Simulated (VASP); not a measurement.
# Si3N in VASP: further runs, part 2 of 2

VASP 6.6.1. The steps go on from the part before.

**3. Single point, PBE+D3(BJ)**

INCAR

```
PREC     = Accurate       # precision mode
ENCUT    = 520            # plane-wave cutoff, eV
EDIFF    = 1E-6           # SCF threshold, eV
ISMEAR   = 0              # smearing method
SIGMA    = 0.05           # smearing width, eV
LREAL    = False          # projectors in reciprocal space
LASPH    = True           # aspherical terms in the spheres
NELM     = 60             # most SCF steps
ALGO     = Normal         # electronic algorithm
ISIF     = 2              # what is computed and relaxed
LWAVE    = False          # write WAVECAR
LCHARG   = False          # write CHGCAR
LDIPOL   = True         
IDIPOL   = 3            
DIPOL    = 0.5 0.5 0.367
GGA      = PE             # functional
IVDW     = 12             # dispersion correction
NBANDS   = 27             # bands
```

KPOINTS

```
regular mesh
0
Gamma
  9 9 1
```

POSCAR

```
Si3N
1.0
    3.8155170197      0.0000000000      0.0000000000
   -1.9077585099      3.3043346676      0.0000000000
    0.0000000000      0.0000000000     25.7913833664
Si N
6 2
Direct
    0.6666666667      0.3333333333      0.1550905565
    0.3333333333      0.6666666667      0.1859793801
    0.3333333333      0.6666666667      0.2774751471
    0.6666666667      0.3333333333      0.3070263804
    0.6666666667      0.3333333333      0.3997350368
    0.3333333333      0.6666666667      0.4261649408
    0.5000000000      1.3333333333      0.5696237056
    0.5000000000      1.3333333333      0.6122736087
```

Potentials or basis: VASP PAW PBE potentials, release 64 (Si, N).

The run is started by

```console
> cat potpaw_PBE.64/Si/POTCAR potpaw_PBE.64/N/POTCAR > POTCAR
> mpirun -np 1 vasp_std > vasp.out
```

OUTCAR:

```text
PREC = Accurate
   ENCUT = 520
   EDIFF = 1E-6
   ISMEAR = 0
   LREAL = False
   LASPH = True
   NELM = 60
   ISIF = 2
   GGA = PE
   IVDW = 12
 IVDW          = 12

 ion  position               nearest neighbor table
   1  0.667  0.333  0.155-   2 2.34   2 2.34   2 2.34
   2  0.333  0.667  0.186-   1 2.34   1 2.34   1 2.34   3 2.36
   3  0.333  0.667  0.277-   4 2.33   4 2.33   4 2.33   2 2.36
   4  0.667  0.333  0.307-   3 2.33   3 2.33   3 2.33   5 2.39
   5  0.667  0.333  0.400-   6 2.31   6 2.31   6 2.31   4 2.39
   6  0.333  0.667  0.426-   5 2.31   5 2.31   5 2.31
   7  0.500  0.333  0.570-   8 1.10
   8  0.500  0.333  0.612-   7 1.10

  LATTYP: Found a hexagonal cell.
 ALAT       =     3.8155170197
 C/A-ratio  =     6.7596038055

  Lattice vectors:

 A1 = (   3.8155170197,   0.0000000000,   0.0000000000)
 A2 = (  -1.9077585099,   3.3043346676,   0.0000000000)
 A3 = (   0.0000000000,   0.0000000000,  25.7913833664)

Analysis of symmetry for initial positions (statically):
=====================================================================
 Subroutine PRICEL returns:
 Original cell was already a primitive cell.

 Routine SETGRP: Setting up the symmetry group for a
 hexagonal supercell.

 Subroutine GETGRP returns: Found  1 space group operations
 (whereof  1 operations were pure point group operations)
 out of a pool of 24 trial point group operations.

The static configuration has the point symmetry C_1 .

Analysis of symmetry for dynamics (positions and initial velocities):
=====================================================================
 Subroutine PRICEL returns:
 Original cell was already a primitive cell.

 Routine SETGRP: Setting up the symmetry group for a
 hexagonal supercell.

 Subroutine GETGRP returns: Found  1 space group operations
 (whereof  1 operations were pure point group operations)
 out of a pool of 24 trial point group operations.

The dynamic configuration has the point symmetry C_1 .

 Subroutine INISYM returns: Found  1 space group operations
 (whereof  1 operations are pure point group operations),
 and found     1 'primitive' translations

----------------------------------------------------------------------------------------

                                     Primitive cell

  volume of cell :     325.1712

  direct lattice vectors                    reciprocal lattice vectors
     3.815517020  0.000000000  0.000000000     0.262087679  0.151316392  0.000000000
    -1.907758510  3.304334668  0.000000000     0.000000000  0.302632784  0.000000000
     0.000000000  0.000000000 25.791383366     0.000000000  0.000000000  0.038772639

  length of vectors
     3.815517020  3.815517020 25.791383366     0.302632784  0.302632784  0.038772639

  position of ions in fractional coordinates (direct lattice)
     0.666666667  0.333333333  0.155090556
     0.333333333  0.666666667  0.185979380
     0.333333333  0.666666667  0.277475147
     0.666666667  0.333333333  0.307026380
     0.666666667  0.333333333  0.399735037
     0.333333333  0.666666667  0.426164941
     0.500000000  0.333333333  0.569623706
     0.500000000  0.333333333  0.612273609

  ion indices of the primitive-cell ions
   primitive index   ion index
                 1           1
                 2           2
                 3           3
[... 61 lines left out ...]
   total plane-waves  NPLWV = 150528
   dimension x,y,z NGX =    28 NGY =   28 NGZ =  192
   dimension x,y,z NGXF=    56 NGYF=   56 NGZF=  384
   ions per type =               6   2
   NGX,Y,Z   is equivalent  to a cutoff of  12.20, 12.20, 12.38 a.u.
   NGXF,Y,Z  is equivalent  to a cutoff of  24.40, 24.40, 24.75 a.u.
 SYSTEM =  unknown system
   PREC   = accura    normal or accurate (medium, high low for compatibility)
   ISTART =      0    job   : 0-new  1-cont  2-samecut
   ICHARG =      2    charge: 1-file 2-atom 10-const
   ISPIN  =      1    spin polarized calculation?
   LNONCOLLINEAR =      F non collinear calculations
   LSORBIT =      F    spin-orbit coupling
   LASPH  =      T    aspherical Exc in radial PAW
   ENCUT  =  520.0 eV  38.22 Ry    6.18 a.u.   7.09  7.09 47.95*2*pi/ulx,y,z
   NELM   =     60;   NELMIN=  2; NELMDL= -5     # of ELM steps
   EDIFF  = 0.1E-05   stopping-criterion for ELM
   LREAL  =      F    real-space projection
   EDIFFG = 0.1E-04   stopping-criterion for IOM
   NSW    =      0    number of steps for IOM
   IBRION =     -1    ionic relax: 0-MD 1-quasi-New 2-CG
   NFREE  =      0    steps in history (QN), initial steepest desc. (CG)
   ISIF   =      2    stress and relaxation
   ISYM   =      2    0-nonsym 1-usesym 2-fastsym
   POTIM  = 0.5000    time-step for ionic-motion
   TEBEG  =    0.0;   TEEND  =   0.0 temperature during run
   PSTRESS=    0.0 pullay stress
   NELECT =      34.0000    total number of electrons
   NUPDOWN=      -1.0000    fix difference up-down
   EMIN   =  10.00;   EMAX   =-10.00  energy-range for DOS
   EFERMI =   0.00;   METHOD = LEGACY
   ISMEAR =     0;   SIGMA  =   0.05  broadening in eV -4-tet -1-fermi 0-gaus
   EFERMI_NEDOS =   21; number of points for ismear=-14 and -15
   IALGO  =     38    algorithm
   IMIX   =      4    mixing-type and parameters
     AMIX     =   0.40;   BMIX     =  1.00
     AMIX_MAG =   1.60;   BMIX_MAG =  1.00
  volume/ion in A,a.u.               =      40.65       274.30
  Fermi-wavevector in a.u.,A,eV,Ry     =   0.771253  1.457458  8.093179  0.594832
  Thomas-Fermi vector in A             =   1.872632
   LORBIT       =      0    0 simple, 1 ext, 2 COOP (PROOUT), +10 PAW based schemes
   GGA     = PE    functional components
   LHFCALC =     F    Hartree Fock is set to
   AEXX    =    0.0000 exact exchange contribution
   IVDW    =    12    specifies the selected vdW correction
   LEPSILON=     F    determine dielectric tensor
   LRPA    =     F    only Hartree local field effects (RPA)
 non-spin polarized calculation
 Gauss-broadening in eV      SIGMA  =   0.05
  energy-cutoff  :      520.00
  volume of cell :      325.17
 maximum number of plane-waves:      8835
   NGX = 15   NGY = 15   NGZ = 95

 dipolmoment           0.000000      0.000000      0.059765 electrons x Angstroem

 number of electron      33.9999997 magnetization

 dipolmoment           0.000000      0.000000     -0.011203 electrons x Angstroem

 Free energy of the ion-electron system (eV)
  ---------------------------------------------------
  ext. energy  EPLUGINS =         0.00000000
  ---------------------------------------------------
  free energy    TOTEN  =       -46.70551505 eV

  energy without entropy =      -46.70264546  energy(sigma->0) =      -46.70408025

 E-fermi :  -0.2304     XC(G=0):  -4.9685

 val. band max:       -0.2514467751   @ k =   0.0000   0.0000   0.0000
 cond. band min:      -0.1413986735   @ k =  -0.2222   0.3333   0.0000
 fundamental gap:      0.1100481016
 Fermi energy:        -0.2304078466

 k-point     1 :       0.0000    0.0000    0.0000
  band No.  band energies     occupation
      1     -24.4795      2.00000
      2     -12.0822      2.00000
      3     -11.2701      2.00000
      4     -10.3357      2.00000
      5      -9.6107      2.00000
      6      -7.4721      2.00000
[... 709 lines left out ...]
     26       4.2079      0.00000
     27       4.6523      0.00000

 [... further k-points ...]

------------------------ aborting loop because EDIFF is reached ----------------------------------------

 vacuum level on the upper side and lower side of the slab       (xc-potential included)        -0.239        -0.074

 Edisp (eV)   -1.77299

 E8    (eV) :    -0.7372

  FORCE on cell =-STRESS in cart. coord.  units (eV):
  Direction    XX          YY          ZZ          XY          YZ          ZX
  --------------------------------------------------------------------------------------
  -------------------------------------------------------------------------------------
  Total       0.59699     0.60039     1.86018    -0.00543    -0.00861     0.00487
  in kB       2.94146     2.95824     9.16545    -0.02675    -0.04240     0.02398
  external pressure =        5.02 kB  Pullay stress =        0.00 kB

 VOLUME and BASIS-vectors are now :
 -----------------------------------------------------------------------------
  energy-cutoff  :      520.00
  volume of cell :      325.17
      direct lattice vectors                 reciprocal lattice vectors
     3.815517020  0.000000000  0.000000000     0.262087679  0.151316392  0.000000000
    -1.907758510  3.304334668  0.000000000     0.000000000  0.302632784  0.000000000
     0.000000000  0.000000000 25.791383366     0.000000000  0.000000000  0.038772639

 POSITION                                       TOTAL-FORCE (eV/Angst)
 -----------------------------------------------------------------------------------
      1.90776      1.10144      4.00000         0.002122      0.000247      0.496666
     -0.00000      2.20289      4.79667         0.000846      0.000235     -0.592481
     -0.00000      2.20289      7.15647         0.000061     -0.001213      0.117531
      1.90776      1.10144      7.91864        -0.003867      0.000361      0.001235
      1.90776      1.10144     10.30972        -0.002669     -0.000078      0.006576
     -0.00000      2.20289     10.99138        -0.000824      0.003708      0.003857
      1.27184      1.10144     14.69138         0.007959     -0.005716     -2.175922
      1.27184      1.10144     15.79138        -0.003627      0.002455      2.142539
 -----------------------------------------------------------------------------------
    total drift:                                0.000119     -0.000081      0.000417

  FREE ENERGIE OF THE ION-ELECTRON SYSTEM (eV)
  ---------------------------------------------------
  free  energy   TOTEN  =       -48.4785054178 eV

  energy  without entropy=      -48.4756358256  energy(sigma->0) =      -48.47707062

 vacuum level on the upper side and lower side of the slab         4.219         4.388
```

It took 12 min on 1 thread of Intel Xeon Platinum 8259CL at 2.50GHz (Skylake/Cascade Lake), shared host; peak memory 0.56 GiB.

What came out:

```
Free energy                : -48.4785 eV
Largest force              : 2.176 eV/Å
Band gap on the k mesh     : zero (band 17 reaches -0.25 eV, above the bottom of band 18 at -0.33 eV)
Dispersion energy per atom : -0.222 eV
```

Forces in eV/Å, atoms in the order of the input:
```
Si   0.002  0.000  0.497
Si   0.001  0.000 -0.592
Si   0.000 -0.001  0.118
Si  -0.004  0.000  0.001
Si  -0.003  0.000  0.007
Si  -0.001  0.004  0.004
N    0.008 -0.006 -2.176
N   -0.004  0.002  2.143
```

Caveat: the standard files for N, O and F lose accuracy on very short bonds.

**4. Single point, PBE+D3(BJ)**

INCAR

```
SYSTEM = Si3N
PREC = Accurate ; ENCUT = 520
EDIFF = 1E-6 ; ISMEAR = 0
SIGMA = 0.05 ; LREAL = .False.
LASPH = .True. ; NELM = 80
ALGO = Normal ; ISIF = 2
LWAVE = .False. ; LCHARG = .True.
LDIPOL = .True. ; IDIPOL = 3
DIPOL = 0.5 0.5 0.367 ; GGA = PE
IVDW = 12 ; LELF = .True.
LVHAR = .True. ; LVACPOTAV = .True.
NBANDS = 27
```

KPOINTS

```
Automatic mesh
0
Gamma
  9 9 1
  0 0 0
```

POSCAR, as its differences from that of step 3:

```diff
@@ -14,3 +14,3 @@
     0.3333333333      0.6666666667      0.4261649408
-    0.5000000000      1.3333333333      0.5696237056
-    0.5000000000      1.3333333333      0.6122736087
+    0.8333333333      1.0000000000      0.5696237056
+    0.8333333333      1.0000000000      0.6122736087
```

The run is started by

```console
> cat potpaw_PBE.64/Si/POTCAR potpaw_PBE.64/N/POTCAR > POTCAR
> mpirun -np 1 vasp_std > vasp.out
```

Run time: 15 min. Hardware: 1 thread of Intel Xeon Platinum 8259CL at 2.50GHz (Skylake/Cascade Lake), shared host; peak memory 0.54 GiB.

Results (log left out):

- Free energy: -48.4794 eV
- Largest force: 2.177 eV/Å
- Band gap on the k mesh: zero (band 17 reaches -0.25 eV, above the bottom of band 18 at -0.33 eV)
- Dispersion energy per atom: -0.222 eV

Forces in eV/Å, atoms in the order of the input:
```
Si  -0.002  0.000  0.498
Si  -0.001  0.000 -0.591
Si   0.003  0.001  0.117
Si   0.001 -0.001 -0.003
Si   0.002 -0.001  0.011
Si  -0.008 -0.002  0.006
N    0.009  0.005 -2.177
N   -0.004 -0.002  2.140
```

Levels at points of the mesh, in eV from the Fermi level:
| k point | band 14 | band 15 | band 16 | band 17 | band 18 | band 19 | band 20 | band 21 |
| --- | --- | --- | --- | --- | --- | --- | --- | --- |
| (0.00, 0.00, 0.00) | -0.65 | -0.65 | -0.02 | -0.02 | 0.83 | 1.48 | 2.55 | 2.56 |

Caveat: the standard files for N, O and F lose accuracy on very short bonds.
